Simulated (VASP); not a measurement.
Set up this calculation in VASP 6.6.1, as the native input.

```
Task                   : single point
Functional             : r2SCAN
Potentials or basis    : VASP PAW PBE potentials, release 64 (Hg, F)
Cutoff                 : 520 eV
k mesh                 : 7 × 7 × 7
Occupations            : fermi-dirac, width 0.1 eV
Spin                   : no spin polarisation
Dipole correction      : no
Further INCAR settings : ALGO = Normal; EDIFF = 1e-06; NBANDS = 24
```

Crystal: HgF3.

```
Hg F
1.0
     0.00000    2.81463    2.81463
     2.81463    0.00000    2.81463
     2.81463    2.81463    0.00000
Hg F
1 3
Cartesian
  0.0000 0.0000 0.0000
  1.4073 1.4073 1.4073
  4.2219 4.2219 4.2219
  2.8146 2.8146 2.8146
```

These files were run (other wordings do the same):

POSCAR

```
HgF3
1.0
    0.0000000000      2.8146333012      2.8146333012
    2.8146333012      0.0000000000      2.8146333012
    2.8146333012      2.8146333012      0.0000000000
Hg F
1 3
Direct
    0.0000000000      0.0000000000      0.0000000000
    0.2500000000      0.2500000000      0.2500000000
    0.7500000000      0.7500000000      0.7500000000
    0.5000000000      0.5000000000      0.5000000000
```

INCAR.step1

```
PREC = Accurate
ENCUT = 520
ISMEAR = -1
SIGMA = 0.1
LREAL = F
LASPH = T
NELM = 100
NBANDS = 24
GGA = PE
ALGO = Normal
EDIFF = 1E-4
LWAVE = T
LCHARG = F
```

INCAR.step2

```
PREC = Accurate
ENCUT = 520
EDIFF = 1E-6
ISMEAR = -1
SIGMA = 0.1
LREAL = F
LASPH = T
NELM = 100
ALGO = Normal
ISIF = 2
LWAVE = F
LCHARG = F
METAGGA = R2SCAN
LMIXTAU = T
NBANDS = 24
ISTART = 1
```

KPOINTS

```
Automatic mesh
0
Gamma
  7 7 7
```

Potentials or basis: VASP PAW PBE potentials, release 64 (Hg, F).

The run is started by

```sh
$ cat potpaw_PBE.64/Hg/POTCAR potpaw_PBE.64/F/POTCAR > POTCAR
$ cp INCAR.step1 INCAR
$ mpirun -np 1 vasp_std > vasp.out
$ cp INCAR.step2 INCAR
$ mpirun -np 1 vasp_std > vasp.out
```

Results of the run:

```
Pressure : 1.1 GPa
```

Caveat: the PAW data sets were made with another functional, which shifts forces and pressure a little; an odd number of electrons without spin polarisation forces a metal; a magnetic or distorted state may lie lower.

Wall time 2.1 min on 1 thread of Intel(R) Xeon(R) Platinum 8375C CPU @ 2.90GHz (Ice Lake), on a shared host, peak memory 0.18 GiB.
